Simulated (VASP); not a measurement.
# CaO (I4mm) in VASP: notebook

CaO is run at these levels: PBE; tasks: single point.

Program: VASP 6.6.1. These are calculated values, not measurements. Logs are shortened: lines on timing, memory, paths and dates and some standing lists are left out, and cuts for length are marked.

### 1 The cell of the first run

The structure is tetragonal, space group I4mm (No. 107). The conventional cell has a = 3.463 Å, b = 3.463 Å, c = 4.898 Å, α = 90.00°, β = 90.00°, γ = 90.00°. Within 3.0 Å of Ca (site symmetry 4mm) lie 6 O at 2.25 to 2.65 Å. Within 3.0 Å of O (site symmetry 4mm) lie 6 Ca at 2.25 to 2.65 Å.

### 2 Single point, PBE (all Ca atoms moved -0.200 Å, as atom 1 along Cartesian [0 0 1])

File INCAR:

```
SYSTEM = CaO
PREC = Accurate
ENCUT = 520
EDIFF = 1E-6
ISMEAR = 0
SIGMA = 0.05
LREAL = .FALSE.
LASPH = .TRUE.
NELM = 100
ALGO = Normal
ISIF = 2
LWAVE = .FALSE.
LCHARG = .TRUE.
GGA = PE
LELF = .TRUE.
LVHAR = .TRUE.
NBANDS = 15
```

File KPOINTS:

```
Automatic mesh
0
G
  8 8 8
  0 0 0
```

File POSCAR:

```
CaO
1.0
    0.0000000000      2.4490000000      2.4490000000
    2.4490000000      0.0000000000      2.4490000000
    2.4490000000      2.4490000000      0.0000000000
Ca O
1 1
Direct
   -0.0408329931     -0.0408329931      0.0408329931
    0.5000000000      0.5000000000      0.5000000000
```

Potentials or basis: VASP PAW PBE potentials, release 64 (Ca_sv, O).

The run is started by

```sh
cat potpaw_PBE.64/Ca_sv/POTCAR potpaw_PBE.64/O/POTCAR > POTCAR
mpirun -np 1 vasp_std > vasp.out
```

OUTCAR:

```text
SYSTEM = CaO
   PREC = Accurate
   ENCUT = 520
   EDIFF = 1E-6
   ISMEAR = 0
   LREAL = .FALSE.
   LASPH = .TRUE.
   NELM = 100
   ISIF = 2
   GGA = PE

 ion  position               nearest neighbor table
   1  0.959  0.959  0.041-   2 2.25   2 2.46   2 2.46   2 2.46   2 2.46
   2  0.500  0.500  0.500-   1 2.25   1 2.46   1 2.46   1 2.46   1 2.46

  LATTYP: Found a face centered cubic cell.
 ALAT       =     4.8980000000

  Lattice vectors:

 A1 = (   0.0000000000,   2.4490000000,   2.4490000000)
 A2 = (   2.4490000000,   0.0000000000,   2.4490000000)
 A3 = (   2.4490000000,   2.4490000000,   0.0000000000)

Analysis of symmetry for initial positions (statically):
=====================================================================
 Subroutine PRICEL returns:
 Original cell was already a primitive cell.

 Routine SETGRP: Setting up the symmetry group for a
 face centered cubic supercell.

 Subroutine GETGRP returns: Found  8 space group operations
 (whereof  8 operations were pure point group operations)
 out of a pool of 48 trial point group operations.

The static configuration has the point symmetry C_4v.

Analysis of symmetry for dynamics (positions and initial velocities):
=====================================================================
 Subroutine PRICEL returns:
 Original cell was already a primitive cell.

 Routine SETGRP: Setting up the symmetry group for a
 face centered cubic supercell.

 Subroutine GETGRP returns: Found  8 space group operations
 (whereof  8 operations were pure point group operations)
 out of a pool of 48 trial point group operations.

The dynamic configuration has the point symmetry C_4v.

 Subroutine INISYM returns: Found  8 space group operations
 (whereof  8 operations are pure point group operations),
 and found     1 'primitive' translations

----------------------------------------------------------------------------------------

                                     Primitive cell

  volume of cell :      29.3762

  direct lattice vectors                    reciprocal lattice vectors
     0.000000000  2.449000000  2.449000000    -0.204164965  0.204164965  0.204164965
     2.449000000  0.000000000  2.449000000     0.204164965 -0.204164965  0.204164965
     2.449000000  2.449000000  0.000000000     0.204164965  0.204164965 -0.204164965

  length of vectors
     3.463409014  3.463409014  3.463409014     0.353624093  0.353624093  0.353624093

  position of ions in fractional coordinates (direct lattice)
     0.959167007  0.959167007  0.040832993
     0.500000000  0.500000000  0.500000000

  ion indices of the primitive-cell ions
   primitive index   ion index
[... 81 lines left out ...]
   ISYM   =      2    0-nonsym 1-usesym 2-fastsym
   POTIM  = 0.5000    time-step for ionic-motion
   TEBEG  =    0.0;   TEEND  =   0.0 temperature during run
   PSTRESS=    0.0 pullay stress
   NELECT =      16.0000    total number of electrons
   NUPDOWN=      -1.0000    fix difference up-down
   EMIN   =  10.00;   EMAX   =-10.00  energy-range for DOS
   EFERMI =   0.00;   METHOD = LEGACY
   ISMEAR =     0;   SIGMA  =   0.05  broadening in eV -4-tet -1-fermi 0-gaus
   EFERMI_NEDOS =   21; number of points for ismear=-14 and -15
   IALGO  =     38    algorithm
   IMIX   =      4    mixing-type and parameters
     AMIX     =   0.40;   BMIX     =  1.00
     AMIX_MAG =   1.60;   BMIX_MAG =  1.00
  volume/ion in A,a.u.               =      14.69        99.12
  Fermi-wavevector in a.u.,A,eV,Ry     =   1.336953  2.526474 24.319632  1.787443
  Thomas-Fermi vector in A             =   2.465539
   LORBIT       =      0    0 simple, 1 ext, 2 COOP (PROOUT), +10 PAW based schemes
   GGA     = PE    functional components
   LHFCALC =     F    Hartree Fock is set to
   AEXX    =    0.0000 exact exchange contribution
   IVDW    =     0    specifies the selected vdW correction
   LEPSILON=     F    determine dielectric tensor
   LRPA    =     F    only Hartree local field effects (RPA)
 non-spin polarized calculation
 Gauss-broadening in eV      SIGMA  =   0.05
  energy-cutoff  :      520.00
  volume of cell :       29.38
 maximum number of plane-waves:       817
 NGX is ok and might be reduce to    28
   NGX = 13   NGY = 13   NGZ = 13

 number of electron      16.0000004 magnetization

 Free energy of the ion-electron system (eV)
  ---------------------------------------------------
  ext. energy  EPLUGINS =         0.00000000
  ---------------------------------------------------
  free energy    TOTEN  =       -12.74269891 eV

  energy without entropy =      -12.74269891  energy(sigma->0) =      -12.74269891

 E-fermi :   2.1445     XC(G=0): -10.1894

 val. band max:        1.9257596997   @ k =   0.0000   0.0000   0.0000
 cond. band min:       5.6966770646   @ k =   0.5000   0.5000   0.0000
 fundamental gap:      3.7709173649
 Fermi energy:         2.1444638745

 k-point     1 :       0.0000    0.0000    0.0000
  band No.  band energies     occupation
      1     -35.7903      2.00000
      2     -16.6271      2.00000
      3     -16.5945      2.00000
      4     -16.5945      2.00000
      5     -13.3753      2.00000
      6       1.9187      2.00000
      7       1.9258      2.00000
      8       1.9258      2.00000
      9       6.2720      0.00000
     10       8.1530      0.00000
     11       8.2989      0.00000
     12       8.2989      0.00000
     13       9.5590      0.00000
     14       9.8150      0.00000
[... 401 lines left out ...]
      2     -17.2761      2.00000
      3     -16.8122      2.00000
      4     -16.7159      2.00000
      5     -12.7266      2.00000
      6       0.3258      2.00000
      7       1.0165      2.00000
      8       1.2752      2.00000
      9       7.2719      0.00000
     10       9.3083      0.00000
     11      10.5275      0.00000
     12      10.6162      0.00000
     13      11.2659      0.00000
     14      13.2304      0.00000
     15      15.7097      0.00000

 [... further k-points ...]
[... 5 lines left out ...]
  --------------------------------------------------------------------------------------
  -------------------------------------------------------------------------------------
  Total       -0.6766224     -0.6766224      0.2237363      0.0000000      0.0000000      0.0000000
  in kB      -36.9029108    -36.9029108     12.2025532      0.0000000      0.0000000      0.0000000
  external PRESSURE =     -20.5344228 kB  Pullay stress =       0.0000000 kB

 VOLUME and BASIS-vectors are now :
 -----------------------------------------------------------------------------
  energy-cutoff  :      520.00
  volume of cell :       29.38
      direct lattice vectors                 reciprocal lattice vectors
     0.000000000  2.449000000  2.449000000    -0.204164965  0.204164965  0.204164965
     2.449000000  0.000000000  2.449000000     0.204164965 -0.204164965  0.204164965
     2.449000000  2.449000000  0.000000000     0.204164965  0.204164965 -0.204164965

 POSITION                                       TOTAL-FORCE (eV/Angst)
 -----------------------------------------------------------------------------------
      2.44900      2.44900      4.69800         0.000000      0.000000      0.592831
      2.44900      2.44900      2.44900         0.000000      0.000000     -0.592831
 -----------------------------------------------------------------------------------
    total drift:                               -0.000000     -0.000000     -0.000317

  FREE ENERGIE OF THE ION-ELECTRON SYSTEM (eV)
  ---------------------------------------------------
  free  energy   TOTEN  =       -12.7426989064 eV

  energy  without entropy=      -12.7426989064  energy(sigma->0) =      -12.74269891
```

It took 15 s on 1 thread of Intel Xeon Platinum 8488C (Sapphire Rapids), shared host; peak memory 0.17 GiB.

Results:

- Free energy: -12.7427 eV
- Pressure: -2.1 GPa
- Largest force: 0.593 eV/Å
- Band gap on the k mesh: 3.77 eV, indirect (least direct gap 4.06 eV)

Forces on the atoms (eV/Å):
```
Ca   0.000  0.000  0.593
O    0.000  0.000 -0.593
```

Caveat: the cell differs from its parent crystal (all Ca atoms moved -0.200 Å, as atom 1 along Cartesian [0 0 1]). A k mesh can miss the band edges.

### 3 Single point, PBE (all Ca atoms moved +0.150 Å, as atom 1 along Cartesian [0 0 1])

File INCAR:

```
  PREC = Accurate
  ENCUT = 520
  EDIFF = 1E-7
  ISMEAR = 0
  SIGMA = 0.05
  LREAL = F
  LASPH = T
  NELM = 100
  ALGO = Normal
  ISIF = 2
  LWAVE = F
  LCHARG = T
  GGA = PE
  LELF = T
  LVHAR = T
  NBANDS = 15
```

File KPOINTS:

```
Automatic mesh
0
Gamma
  8 8 8
```

Changes to POSCAR since step 2:

```diff
@@ -8,3 +8,3 @@
 Direct
-   -0.0408329931     -0.0408329931      0.0408329931
+    0.0306247448      0.0306247448     -0.0306247448
     0.5000000000      0.5000000000      0.5000000000
```

Potentials or basis: VASP PAW PBE potentials, release 64 (Ca_sv, O).

The run is started by

```sh
cat potpaw_PBE.64/Ca_sv/POTCAR potpaw_PBE.64/O/POTCAR > POTCAR
mpirun -np 1 vasp_std > vasp.out
```

Wall time 17 s (1 thread of Intel Xeon Platinum 8488C (Sapphire Rapids), shared host); peak memory 0.17 GiB.

Results (log left out):

- Free energy: -12.7673 eV
- Pressure: -2.7 GPa
- Largest force: 0.398 eV/Å
- Band gap on the k mesh: 3.72 eV, indirect (least direct gap 4.05 eV)

Forces on the atoms (eV/Å):
```
Ca   0.000  0.000 -0.398
O    0.000  0.000  0.398
```

Stress tensor (GPa, compression positive):
```
-3.64  0.00  0.00
 0.00 -3.64  0.00
 0.00  0.00 -0.91
```

Levels at points of the mesh, in eV from the valence-band top:
| k point | band 6 | band 7 | band 8 | band 9 | band 10 | band 11 |
| --- | --- | --- | --- | --- | --- | --- |
| (0.00, 0.00, 0.00) | -0.01 | 0.00 | 0.00 | 4.31 | 6.16 | 6.25 |
| (0.50, 0.00, 0.00) | -2.44 | -1.03 | -1.02 | 6.83 | 7.82 | 8.14 |
| (0.50, 0.50, 0.00) | -1.22 | -0.33 | -0.33 | 3.72 | 7.61 | 8.66 |
| (0.00, 0.50, 0.50) | -1.27 | -0.44 | -0.33 | 3.88 | 7.65 | 8.70 |

Caveat: the cell differs from its parent crystal (all Ca atoms moved +0.150 Å, as atom 1 along Cartesian [0 0 1]). A k mesh can miss the band edges.

(Continued in part 2 of 2.)
